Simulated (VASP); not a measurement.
# MgO: single point with PBE

MgO:

```
CELL_PARAMETERS angstrom
3.52132 0.00000 0.00000
1.76066 -3.04955 -4.23938
1.76066 3.04955 -4.23938
ATOMIC_POSITIONS crystal
Mg 0.86923 0.46410 0.79744
Mg 0.38636 0.94697 0.28031
Mg 0.12779 0.55448 0.18993
Mg 0.62779 0.02326 0.72115
O 0.62075 0.70472 0.05378
O 0.12075 0.22044 0.53805
O 0.37168 0.29499 0.96165
O 0.86983 0.79684 0.46351
```

This cell differs from its parent crystal: atoms displaced along several vibrational modes.

```
Program             : VASP 6.6.1
Task                : single point
Functional          : PBE
Potentials or basis : VASP PAW PBE potentials, release 64 (Mg, O)
Cutoff              : 520 eV
k mesh              : 8 × 8 × 8
Occupations         : gaussian, width 0.05 eV
Spin                : no spin polarisation
```

```yaml
Pressure: 0.3 GPa
Largest_force: 2.088 eV/Å
Band_gap_on_the_k_mesh: 2.86 eV
```

Forces in eV/Å, atoms in the order of the input:
```
Mg   0.000  0.044  1.298
Mg   0.000  0.061 -1.887
Mg   0.000  1.972 -0.219
Mg   0.000 -2.068 -0.285
O    0.000 -0.661  0.451
O    0.000  0.664  0.127
O    0.000 -0.001  0.140
O    0.000 -0.010  0.375
```

Stress tensor (GPa, compression positive):
```
 0.65  0.00  0.00
 0.00 -0.83  0.03
 0.00  0.03  1.18
```

Levels at points of the mesh, in eV from the valence-band top:
| k point | band 13 | band 14 | band 15 | band 16 | band 17 | band 18 | band 19 | band 20 |
| --- | --- | --- | --- | --- | --- | --- | --- | --- |
| (0.00, 0.00, 0.00) | -1.34 | -0.62 | -0.60 | 0.00 | 2.86 | 6.87 | 6.89 | 8.90 |
| (0.50, 0.00, 0.00) | -1.48 | -1.06 | -0.82 | -0.38 | 6.15 | 6.96 | 8.26 | 8.59 |
| (0.00, 0.50, 0.00) | -1.41 | -1.06 | -0.52 | -0.23 | 4.90 | 5.59 | 8.15 | 8.44 |
| (0.00, 0.00, 0.50) | -1.40 | -1.05 | -0.52 | -0.23 | 4.90 | 5.58 | 8.16 | 8.43 |
| (0.50, 0.50, 0.00) | -1.56 | -1.16 | -0.67 | -0.50 | 6.03 | 6.79 | 7.36 | 8.37 |
| (0.00, 0.50, 0.50) | -1.52 | -1.30 | -1.26 | -0.40 | 5.60 | 5.89 | 6.90 | 8.42 |

Wall time 8 min on 1 thread of Oxide Virtual Turin-like Processor (shared host), peak memory 0.38 GiB.

Caveat: the cell differs from its parent crystal (atoms displaced along several vibrational modes); forces of over 1 eV/Å act on the atoms, so gaps and moduli don't describe the material at rest. A k mesh can miss the band edges.
